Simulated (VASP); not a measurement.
# Rb (Im-3m) in VASP: a series of runs

The runs below take Rb through single point, with LDA.

All numbers are computed with VASP 6.6.1; they aren't measurements. Logs are shortened: lines on timing, memory, paths and dates and some standing lists are left out, and cuts for length are marked.

## 1. The cell of the first run

Symmetry: Im-3m, No. 229, cubic system. The conventional cell has a = 5.605 Å, b = 5.605 Å, c = 5.605 Å, α = 90.00°, β = 90.00°, γ = 90.00°.

## 2. Single point, LDA

Input file INCAR:

```
SYSTEM = Rb
PREC     = Accurate       ! precision mode
ENCUT    = 520            ! plane-wave cutoff, eV
EDIFF    = 1E-6           ! SCF threshold, eV
ISMEAR   = 0              ! smearing method
SIGMA    = 0.1            ! smearing width, eV
LREAL    = .FALSE.        ! projectors in reciprocal space
LASPH    = .TRUE.         ! aspherical terms in the spheres
NELM     = 80             ! most SCF steps
ALGO     = Fast           ! electronic algorithm
ISIF     = 2              ! what is computed and relaxed
LWAVE    = .FALSE.        ! write WAVECAR
LCHARG   = .FALSE.        ! write CHGCAR
GGA      = CA             ! functional
NBANDS   = 10             ! bands
```

Input file KPOINTS:

```
regular mesh
0
G
  4 4 4
  0 0 0
```

Input file POSCAR:

```
Rb
1.0
   -2.8025000000      2.8025000000      2.8025000000
    2.8025000000     -2.8025000000      2.8025000000
    2.8025000000      2.8025000000     -2.8025000000
Rb
1
Direct
    0.0000000000      0.0000000000      0.0000000000
```

Potentials or basis: VASP PAW LDA potentials, release 64 (Rb_sv).

Launch:

```
> cat potpaw_LDA.64/Rb_sv/POTCAR > POTCAR
> mpirun -np 1 vasp_std > vasp.out
```

OUTCAR:

```text
SYSTEM = Rb
   PREC = Accurate
   ENCUT = 520
   EDIFF = 1E-6
   ISMEAR = 0
   LREAL = .FALSE.
   LASPH = .TRUE.
   NELM = 80
   ISIF = 2
   GGA = CA

 ion  position               nearest neighbor table
   1  0.000  0.000  0.000-

  LATTYP: Found a body centered cubic cell.
 ALAT       =     5.6050000000

  Lattice vectors:

 A1 = (  -2.8025000000,   2.8025000000,   2.8025000000)
 A2 = (   2.8025000000,  -2.8025000000,   2.8025000000)
 A3 = (   2.8025000000,   2.8025000000,  -2.8025000000)

Analysis of symmetry for initial positions (statically):
=====================================================================
 Subroutine PRICEL returns:
 Original cell was already a primitive cell.

 Routine SETGRP: Setting up the symmetry group for a
 body centered cubic supercell.

 Subroutine GETGRP returns: Found 48 space group operations
 (whereof 48 operations were pure point group operations)
 out of a pool of 48 trial point group operations.

The static configuration has the point symmetry O_h .

Analysis of symmetry for dynamics (positions and initial velocities):
=====================================================================
 Subroutine PRICEL returns:
 Original cell was already a primitive cell.

 Routine SETGRP: Setting up the symmetry group for a
 body centered cubic supercell.

 Subroutine GETGRP returns: Found 48 space group operations
 (whereof 48 operations were pure point group operations)
 out of a pool of 48 trial point group operations.

The dynamic configuration has the point symmetry O_h .

 Subroutine INISYM returns: Found 48 space group operations
 (whereof 48 operations are pure point group operations),
 and found     1 'primitive' translations

----------------------------------------------------------------------------------------

                                     Primitive cell

  volume of cell :      88.0434

  direct lattice vectors                    reciprocal lattice vectors
    -2.802500000  2.802500000  2.802500000     0.000000000  0.178412132  0.178412132
     2.802500000 -2.802500000  2.802500000     0.178412132  0.000000000  0.178412132
     2.802500000  2.802500000 -2.802500000     0.178412132  0.178412132  0.000000000

  length of vectors
     4.854072388  4.854072388  4.854072388     0.252312857  0.252312857  0.252312857

[... 64 lines left out ...]
   NSW    =      0    number of steps for IOM
   IBRION =     -1    ionic relax: 0-MD 1-quasi-New 2-CG
   NFREE  =      0    steps in history (QN), initial steepest desc. (CG)
   ISIF   =      2    stress and relaxation
   ISYM   =      2    0-nonsym 1-usesym 2-fastsym
   POTIM  = 0.5000    time-step for ionic-motion
   TEBEG  =    0.0;   TEEND  =   0.0 temperature during run
   PSTRESS=    0.0 pullay stress
   NELECT =       9.0000    total number of electrons
   NUPDOWN=      -1.0000    fix difference up-down
   EMIN   =  10.00;   EMAX   =-10.00  energy-range for DOS
   EFERMI =   0.00;   METHOD = LEGACY
   ISMEAR =     0;   SIGMA  =   0.10  broadening in eV -4-tet -1-fermi 0-gaus
   EFERMI_NEDOS =   21; number of points for ismear=-14 and -15
   IALGO  =     68    algorithm
   IMIX   =      4    mixing-type and parameters
     AMIX     =   0.40;   BMIX     =  1.00
     AMIX_MAG =   1.60;   BMIX_MAG =  1.00
  volume/ion in A,a.u.               =      88.04       594.15
  Fermi-wavevector in a.u.,A,eV,Ry     =   0.765462  1.446513  7.972081  0.585931
  Thomas-Fermi vector in A             =   1.865587
   LORBIT       =      0    0 simple, 1 ext, 2 COOP (PROOUT), +10 PAW based schemes
   GGA     = CA    functional components
   LHFCALC =     F    Hartree Fock is set to
   AEXX    =    0.0000 exact exchange contribution
   IVDW    =     0    specifies the selected vdW correction
   LEPSILON=     F    determine dielectric tensor
   LRPA    =     F    only Hartree local field effects (RPA)
 non-spin polarized calculation
 RMM-DIIS sequential band-by-band and
 Gauss-broadening in eV      SIGMA  =   0.10
  energy-cutoff  :      520.00
  volume of cell :       88.04
 maximum number of plane-waves:      2390
   NGX = 19   NGY = 19   NGZ = 19

 number of electron       9.0000000 magnetization

 Free energy of the ion-electron system (eV)
  ---------------------------------------------------
  ext. energy  EPLUGINS =         0.00000000
  ---------------------------------------------------
  free energy    TOTEN  =        -0.99181817 eV

  energy without entropy =       -0.97070353  energy(sigma->0) =       -0.98126085

 E-fermi :  -0.1469     XC(G=0):  -5.7628

 val. band max:       -0.1541880258   @ k =   0.2500   0.2500   0.0000
 cond. band min:       0.0608461505   @ k =   0.5000   0.0000   0.0000
 fundamental gap:      0.2150341763
 Fermi energy:        -0.1468630396

 k-point     1 :       0.0000    0.0000    0.0000
  band No.  band energies     occupation
      1     -28.9132      2.00000
      2     -13.0107      2.00000
      3     -13.0107      2.00000
      4     -13.0107      2.00000
      5      -2.1642      2.00000
      6       3.4720      0.00000
      7       3.4720      0.00000
      8       3.4720      0.00000
      9       4.4686      0.00000
     10       4.4686      0.00000
[... 79 lines left out ...]
 k-point     8 :       0.5000    0.5000    0.5000
  band No.  band energies     occupation
      1     -28.9041      2.00000
      2     -13.0900      2.00000
      3     -13.0900      2.00000
      4     -13.0900      2.00000
      5       1.1203      0.00000
      6       1.1203      0.00000
      7       3.1940      0.00000
      8       3.1940      0.00000
      9       3.1940      0.00000
     10       4.6443      0.00000

------------------------ aborting loop because EDIFF is reached ----------------------------------------

  FORCE on cell =-STRESS in cart. coord.  units (eV):
  Direction    XX          YY          ZZ          XY          YZ          ZX
  --------------------------------------------------------------------------------------
  -------------------------------------------------------------------------------------
  Total       -0.1465131     -0.1465131     -0.1465131      0.0000000     -0.0000000      0.0000000
  in kB       -2.6661851     -2.6661851     -2.6661851      0.0000000     -0.0000000      0.0000000
  external PRESSURE =      -2.6661851 kB  Pullay stress =       0.0000000 kB

 VOLUME and BASIS-vectors are now :
 -----------------------------------------------------------------------------
  energy-cutoff  :      520.00
  volume of cell :       88.04
      direct lattice vectors                 reciprocal lattice vectors
    -2.802500000  2.802500000  2.802500000     0.000000000  0.178412132  0.178412132
     2.802500000 -2.802500000  2.802500000     0.178412132  0.000000000  0.178412132
     2.802500000  2.802500000 -2.802500000     0.178412132  0.178412132  0.000000000

 POSITION                                       TOTAL-FORCE (eV/Angst)
 -----------------------------------------------------------------------------------
      0.00000      0.00000      0.00000         0.000000     -0.000000     -0.000000
 -----------------------------------------------------------------------------------
    total drift:                               -0.000000      0.000000      0.000000

  FREE ENERGIE OF THE ION-ELECTRON SYSTEM (eV)
  ---------------------------------------------------
  free  energy   TOTEN  =        -0.9918181686 eV

  energy  without entropy=       -0.9707035265  energy(sigma->0) =       -0.98126085
```

Wall time 4.6 s (1 thread of Intel Xeon Platinum 8488C (Sapphire Rapids), shared host); peak memory 0.16 GiB.

What came out:

* Free energy: -0.9918 eV
* Pressure: -0.3 GPa
* Band gap on the k mesh: zero (an odd number of electrons rules out a gap without spin polarisation)

Levels at points of the mesh, in eV from the Fermi level:
| k point | band 2 | band 3 | band 4 | band 5 | band 6 | band 7 |
| --- | --- | --- | --- | --- | --- | --- |
| (0.00, 0.00, 0.00) | -12.86 | -12.86 | -12.86 | -2.02 | 3.62 | 3.62 |
| (0.50, 0.00, 0.00) | -12.97 | -12.90 | -12.86 | 0.21 | 0.87 | 2.55 |
| (0.50, 0.50, 0.50) | -12.94 | -12.94 | -12.94 | 1.27 | 1.27 | 3.34 |

Caveat: the k points lie up to 0.40 Å⁻¹ apart, too coarse for converged energies and pressures of a metal.

## 3. Single point, LDA

This run uses another cell than the first one, of 77.90 Å³/atom.

Changes to INCAR since step 2:

```diff
@@ -3,3 +3,3 @@
 ENCUT    = 520            ! plane-wave cutoff, eV
-EDIFF    = 1E-6           ! SCF threshold, eV
+EDIFF    = 1E-7           ! SCF threshold, eV
 ISMEAR   = 0              ! smearing method
@@ -8,4 +8,4 @@
 LASPH    = .TRUE.         ! aspherical terms in the spheres
-NELM     = 80             ! most SCF steps
-ALGO     = Fast           ! electronic algorithm
+NELM     = 100            ! most SCF steps
+ALGO     = Normal         ! electronic algorithm
 ISIF     = 2              ! what is computed and relaxed
```

Input file KPOINTS:

```
Automatic mesh
0
G
  10 10 10
  0 0 0
```

Input file POSCAR:

```
Rb
1.0
   -2.6904505383      2.6904505383      2.6904505383
    2.6904505383     -2.6904505383      2.6904505383
    2.6904505383      2.6904505383     -2.6904505383
Rb
1
Direct
    0.0000000000      0.0000000000      0.0000000000
```

Potentials or basis: VASP PAW LDA potentials, release 64 (Rb_sv).

Launch:

```
> cat potpaw_LDA.64/Rb_sv/POTCAR > POTCAR
> mpirun -np 1 vasp_std > vasp.out
```

It took 17 s on 1 thread of Intel Xeon Platinum 8488C (Sapphire Rapids), shared host; peak memory 0.18 GiB.

Results (log left out):

```yaml
Free_energy: -1.0588 eV
Pressure: 0.0 GPa
Band_gap_on_the_k_mesh: zero (an odd number of electrons rules out a gap without spin polarisation)
```

Levels at points of the mesh, in eV from the Fermi level:
```tsv
k point	band 2	band 3	band 4	band 5	band 6	band 7
(0.00, 0.00, 0.00)	-12.81	-12.81	-12.81	-2.21	3.71	3.71
(0.50, 0.00, 0.00)	-12.97	-12.86	-12.81	0.15	0.96	2.53
(0.50, 0.50, 0.50)	-12.92	-12.92	-12.92	1.15	1.15	3.67
```
